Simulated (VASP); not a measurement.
# Si2C3 (P-3m1) in VASP: notebook, part 2 of 2

VASP 6.6.1. The steps go on from the part before.

### Step 4. Relaxation of cell and atoms, PBE

This run uses another cell than the first one, of 15.84 Å³/atom.

Contents of INCAR:

```
PREC = Accurate
ENCUT = 600
EDIFF = 1E-6
ISMEAR = 0
SIGMA = 0.1
LREAL = False
LASPH = True
NELM = 60
ALGO = Normal
ISIF = 3
LWAVE = False
LCHARG = False
GGA = PE
IBRION = 2
NSW = 90
EDIFFG = -0.04
```

Contents of KPOINTS:

```
regular mesh
0
Gamma
  6 6 4
```

Contents of POSCAR:

```
Si2C3
1.0
    3.8559995700      0.0000000000      0.0000000000
   -1.9279997900      3.3393935900      0.0000000000
    0.0000000000      0.0000000000      6.1513232700
Si C
2 3
Direct
    0.3333333300      0.6666666700      0.1648329900
    0.6666666700      0.3333333300      0.8351670100
    0.3333333300      0.6666666700      0.5802750000
    0.6666666700      0.3333333300      0.4197250000
    0.0000000000      0.0000000000      0.0000000000
```

The run is started by

```console
cat potpaw_PBE.64/Si/POTCAR potpaw_PBE.64/C/POTCAR > POTCAR
mpirun -np 1 vasp_std > vasp.out
```

Run time: 11 min. Hardware: 1 thread of AMD EPYC 9R45 (Zen 5), shared host; peak memory 0.21 GiB.

It converged, with:

```
Free energy                           : -34.7556 eV
Relaxed volume                        : 11.01 Å³/atom
Relaxed cell                          : a = 2.612 Å, b = 2.612 Å, c = 9.319 Å, α = 90.00°, β = 90.00°, γ = 120.00°
Space group after relaxing (to 0.1 Å) : P-3m1 (No. 164)
Pressure after relaxing               : -0.2 GPa
Largest force after relaxing          : 0.017 eV/Å
Band gap on the k mesh                : zero (bands 10 and 11 overlap by 1.31 eV)
```

Forces on the atoms (eV/Å):
```
Si   0.000  0.000 -0.017
Si   0.000  0.000  0.017
C    0.000  0.000 -0.011
C    0.000  0.000  0.011
C    0.000  0.000  0.000
```

Final structure:
```yaml
crystal:
  lattice:
    - [2.61228, 0.00000, 0.00000]
    - [-1.30614, 2.26230, 0.00000]
    - [0.00000, 0.00000, 9.31875]
  atoms:
    - { symbol: Si, position: [0.33333, 0.66667, 0.13416] }
    - { symbol: Si, position: [0.66667, 0.33333, 0.86584] }
    - { symbol: C, position: [0.33333, 0.66667, 0.49971] }
    - { symbol: C, position: [0.66667, 0.33333, 0.50029] }
    - { symbol: C, position: [0.00000, 0.00000, 0.00000] }
```

Levels at points of the mesh, in eV from the Fermi level:
| k point | band 6 | band 7 | band 8 | band 9 | band 10 | band 11 | band 12 | band 13 | band 14 |
| --- | --- | --- | --- | --- | --- | --- | --- | --- | --- |
| (0.00, 0.00, 0.00) | -2.97 | -2.97 | -2.17 | 0.92 | 0.92 | 4.30 | 7.35 | 7.35 | 8.87 |
| (0.50, 0.00, 0.00) | -5.84 | -4.40 | -1.95 | -1.93 | -0.69 | -0.37 | 1.18 | 3.31 | 4.78 |
| (0.00, 0.00, 0.50) | -2.96 | -2.96 | -2.81 | 0.92 | 0.92 | 5.96 | 6.84 | 7.35 | 7.35 |
| (0.50, 0.00, 0.50) | -5.83 | -4.31 | -2.31 | -1.95 | -0.61 | -0.21 | 1.95 | 2.64 | 4.74 |

Caveat: the volume moved by over 15 % at a fixed basis, so the end points are rough.

### Step 5. Single point, PBE

Contents of INCAR:

```
SYSTEM = Si2C3
ALGO = Normal
EDIFF = 1E-7
ENCUT = 520
GGA = PE
ISIF = 2
ISMEAR = 0
LASPH = .TRUE.
LCHARG = .TRUE.
LELF = .TRUE.
LREAL = .FALSE.
LVHAR = .TRUE.
LWAVE = .FALSE.
NBANDS = 18
NELM = 60
PREC = Accurate
SIGMA = 0.1
```

Contents of KPOINTS:

```
k-points
0
G
  18 18 6
  0 0 0
```

Contents of POSCAR:

```
Si2C3
1.0
    2.7192691195      0.0000000000      0.0000000000
   -1.3596345598      2.3549561372      0.0000000000
    0.0000000000      0.0000000000      6.8609765281
Si C
2 3
Direct
    0.3333333333      0.6666666667      0.1728903490
    0.6666666667      0.3333333333      0.8271096510
    0.3333333333      0.6666666667      0.4677607224
    0.6666666667      0.3333333333      0.5322392776
    0.0000000000      0.0000000000      0.0000000000
```

Potentials or basis: VASP PAW PBE potentials, release 64 (Si, C).

The run is started by

```console
cat potpaw_PBE.64/Si/POTCAR potpaw_PBE.64/C/POTCAR > POTCAR
mpirun -np 1 vasp_std > vasp.out
```

OUTCAR:

```text
SYSTEM = Si2C3
   EDIFF = 1E-7
   ENCUT = 520
   GGA = PE
   ISIF = 2
   ISMEAR = 0
   LASPH = .TRUE.
   LREAL = .FALSE.
   NELM = 60
   PREC = Accurate

 ion  position               nearest neighbor table
   1  0.333  0.667  0.173-   5 1.97   5 1.97   5 1.97   3 2.02   2 2.84   2 2.84   2 2.84
   2  0.667  0.333  0.827-   5 1.97   5 1.97   5 1.97   4 2.02   1 2.84   1 2.84   1 2.84
   3  0.333  0.667  0.468-   4 1.63   4 1.63   4 1.63   1 2.02
[... 710 lines left out ...]
  --------------------------------------------------------------------------------------
  -------------------------------------------------------------------------------------
  Total        0.0401070      0.0401070     -0.0268907     -0.0000000     -0.0000000     -0.0000000
  in kB        1.4625483      1.4625483     -0.9805986     -0.0000000     -0.0000000     -0.0000000
  external PRESSURE =       0.6481660 kB  Pullay stress =       0.0000000 kB

 VOLUME and BASIS-vectors are now :
 -----------------------------------------------------------------------------
  energy-cutoff  :      520.00
  volume of cell :       43.94
      direct lattice vectors                 reciprocal lattice vectors
     2.719269119  0.000000000  0.000000000     0.367745874  0.212318180  0.000000000
    -1.359634560  2.354956137  0.000000000     0.000000000  0.424636359  0.000000000
     0.000000000  0.000000000  6.860976528     0.000000000  0.000000000  0.145751847

 POSITION                                       TOTAL-FORCE (eV/Angst)
 -----------------------------------------------------------------------------------
     -0.00000      1.56997      1.18620        -0.000000      0.000000     -0.007527
      1.35963      0.78499      5.67478        -0.000000      0.000000      0.007527
     -0.00000      1.56997      3.20930        -0.000000     -0.000000     -0.005728
      1.35963      0.78499      3.65168         0.000000      0.000000      0.005728
      0.00000      0.00000      0.00000        -0.000000      0.000000     -0.000000
 -----------------------------------------------------------------------------------
    total drift:                               -0.000000     -0.000000     -0.000000

  FREE ENERGIE OF THE ION-ELECTRON SYSTEM (eV)
  ---------------------------------------------------
  free  energy   TOTEN  =       -34.3478969743 eV

  energy  without entropy=      -34.3411340392  energy(sigma->0) =      -34.34451551
```

OSZICAR:

```text
N       E                     dE             d eps       ncg     rms          rms(c)
DAV:   1     0.348517194251E+02    0.34852E+02   -0.95943E+03  7272   0.102E+03
DAV:   2    -0.336415837418E+02   -0.68493E+02   -0.65488E+02  9718   0.171E+02
DAV:   3    -0.364812869393E+02   -0.28397E+01   -0.28110E+01  9470   0.319E+01
DAV:   4    -0.365022958488E+02   -0.21009E-01   -0.20978E-01  9682   0.314E+00
DAV:   5    -0.365024908129E+02   -0.19496E-03   -0.19490E-03  9474   0.289E-01    0.103E+01
DAV:   6    -0.343905399265E+02    0.21120E+01   -0.43153E+00  8568   0.125E+01    0.491E+00
DAV:   7    -0.343673229761E+02    0.23217E-01   -0.10053E+00  9030   0.561E+00    0.233E+00
DAV:   8    -0.343502454036E+02    0.17078E-01   -0.89889E-02  8114   0.161E+00    0.531E-01
DAV:   9    -0.343476001002E+02    0.26453E-02   -0.12036E-02  9538   0.754E-01    0.156E-01
DAV:  10    -0.343478619100E+02   -0.26181E-03   -0.21430E-03  8328   0.300E-01    0.609E-02
DAV:  11    -0.343478931993E+02   -0.31289E-04   -0.91027E-05  9522   0.656E-02    0.278E-02
DAV:  12    -0.343478971061E+02   -0.39068E-05   -0.11946E-05  8434   0.239E-02    0.487E-03
DAV:  13    -0.343478969575E+02    0.14863E-06   -0.25091E-06  9164   0.868E-03    0.213E-03
DAV:  14    -0.343478969743E+02   -0.16777E-07   -0.72437E-08  5254   0.184E-03
   1 F= -.34347897E+02 E0= -.34344516E+02  d E =-.676294E-02
```

Wall time 72 s (1 thread of AMD EPYC 9R45 (Zen 5), shared host); peak memory 0.22 GiB.

What came out:

```
Free energy            : -34.3479 eV
Pressure               : 0.1 GPa
Largest force          : 0.008 eV/Å
Band gap on the k mesh : zero (bands 10 and 11 overlap by 5.48 eV)
```

Forces in eV/Å, atoms in the order of the input:
```
Si   0.000  0.000 -0.008
Si   0.000  0.000  0.008
C    0.000  0.000 -0.006
C    0.000  0.000  0.006
C    0.000  0.000  0.000
```

Stress tensor (GPa, compression positive):
```
 0.15  0.00  0.00
 0.00  0.15  0.00
 0.00  0.00 -0.10
```

### Step 6. Overview

```csv
task,cell,k mesh,cutoff (eV),gap on the mesh (eV),pressure (GPa),largest force (eV/Å)
single point,"a = 2.716, b = 2.716, c = 6.870 Å, angles 90.0, 90.0, 120.0°, 5 atoms, atomic positions A",6 × 6 × 4,520,none,0.1,0.01
single point,"a = 3.856, b = 3.856, c = 6.151 Å, angles 90.0, 90.0, 120.0°, 5 atoms, atomic positions B",6 × 6 × 4,520,none,-28.2,1.53
relaxation of cell and atoms,"relaxed from a = 3.856, b = 3.856, c = 6.151 Å, angles 90.0, 90.0, 120.0°, 5 atoms, atomic positions B",6 × 6 × 4,600,none,-0.2,0.02
single point,"a = 2.719, b = 2.719, c = 6.861 Å, angles 90.0, 90.0, 120.0°, 5 atoms, atomic positions A",18 × 18 × 6,520,none,0.1,0.01
```

Alike in all rows: level PBE; potentials or basis VASP PAW PBE potentials, release 64 (Si, C); no spin polarisation; smearing gaussian 0.1 eV.

Caveats: some runs use coarse meshes; the cell stands under tension (at least some runs); forces of over 1 eV/Å act on the atoms, so gaps and moduli don't describe the material at rest (at least some runs); the volume moved by over 15 % at a fixed basis, so the end points are rough (at least some runs).

Absolute energies hang on the potentials; compare differences alone.
